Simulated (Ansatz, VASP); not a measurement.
## Sn in VASP and in Ansatz

File INCAR:

```
SYSTEM = Sn
PREC = Accurate ; ENCUT = 520
EDIFF = 1E-6 ; ISMEAR = 1
SIGMA = 0.1 ; LREAL = .False.
LASPH = .True. ; NELM = 80
ALGO = Normal ; ISIF = 2
LWAVE = .False. ; LCHARG = .False.
NBANDS = 21
```

File KPOINTS:

```
regular mesh
0
Gamma
  11 11 8
  0 0 0
```

Contents of POSCAR:

```
Sn
1.0
   -2.8994216605      2.9008009606      1.5581694818
    2.9008009606     -2.8994216605      1.5581694818
    2.8985835788      2.8985835788     -1.5556411493
Sn
2
Direct
    0.0000164062      0.9999835938      0.0000000000
    0.7499835938      0.2500164062      0.5000000000
```

Input for Ansatz:

```yaml
crystal:
  lattice:
    - [-2.8994216605, 2.9008009606, 1.5581694818]
    - [2.9008009606, -2.8994216605, 1.5581694818]
    - [2.8985835788, 2.8985835788, -1.5556411493]
  atoms:
    - { symbol: Sn, position: [1.64062e-05, 0.9999835938, 0.0] }
    - { symbol: Sn, position: [0.7499835938, 0.2500164062, 0.5] }
hamiltonian:
  xc: lda
  pseudopotentials:
    kind: paw
    azcp:
      Sn: "pseudopotentials/Sn.paw.azcp"
basis:
  ecutwfc: 420
  fft_grid_basis: typed
kpoints:
  mp_grid: { grid: [11, 11, 8], shift: [0, 0, 0] }
magnetization:
  spin_polarized: false
scf:
  occupations: { method: cold, width: 0.1 }
  lower_state_search: "off"
output:
  stress: true
  write_density: true
  write_potential: true
  elf: true
  volumetric_format: npy
```

Alike in both runs: task single point; functional LDA; k mesh 11 × 11 × 8; no spin polarisation.

```csv
,VASP,Ansatz
version,VASP 6.6.1,Ansatz 0.2.0
potentials or method,"VASP PAW LDA potentials, release 64 (Sn_d), cutoff 520 eV","plane waves (420 eV) with PAW, scalar-relativistic"
occupations,"methfessel-paxton of order 1, width 0.1 eV","cold, width 0.1 eV"
valence electrons in the cell,28,28
```

Ansatz gave:

* pressure (GPa): 0.0
* traceless stress, the component that is largest in VASP (GPa): -0.16

Question: What did VASP give for the same quantities?

Answer: Pressure (GPa): 0.0; traceless stress, the component that is largest in VASP (GPa): -0.11.

Ansatz warns that its potentials were made for another functional, while VASP's fit it. LDA's correlation is that of Perdew and Zunger in VASP and of Perdew and Wang (1992) in Ansatz.
